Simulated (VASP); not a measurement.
Input of a VASP 6.6.1 run:

Contents of INCAR:

```
ALGO = Normal
EDIFF = 1E-6
ENCUT = 520
GGA = PE
ISIF = 2
ISMEAR = 0
ISPIN = 2
LASPH = T
LCHARG = F
LMAXMIX = 4
LORBIT = 11
LREAL = F
LWAVE = F
MAGMOM = 0.5
NBANDS = 15
NELM = 150
NUPDOWN = 0.5
PREC = Accurate
SIGMA = 0.15
```

The input KPOINTS:

```
k-points
0
Gamma
  24 24 24
```

The input POSCAR:

```
Ni
1.0
    0.0000000000      1.7936504678      1.7936504678
    1.7936504678      0.0000000000      1.7936504678
    1.7936504678      1.7936504678      0.0000000000
Ni
1
Direct
    0.0000000000      0.0000000000      0.0000000000
```

Potentials or basis: VASP PAW PBE potentials, release 64 (Ni).

Command:

```bash
$ cat potpaw_PBE.64/Ni/POTCAR > POTCAR
$ mpirun -np 1 vasp_std > vasp.out
```

(1) What does it give for the pressure?

Answers

(1) -10.3 GPa.

Caveat: the total moment is fixed, so each spin has its own Fermi level.
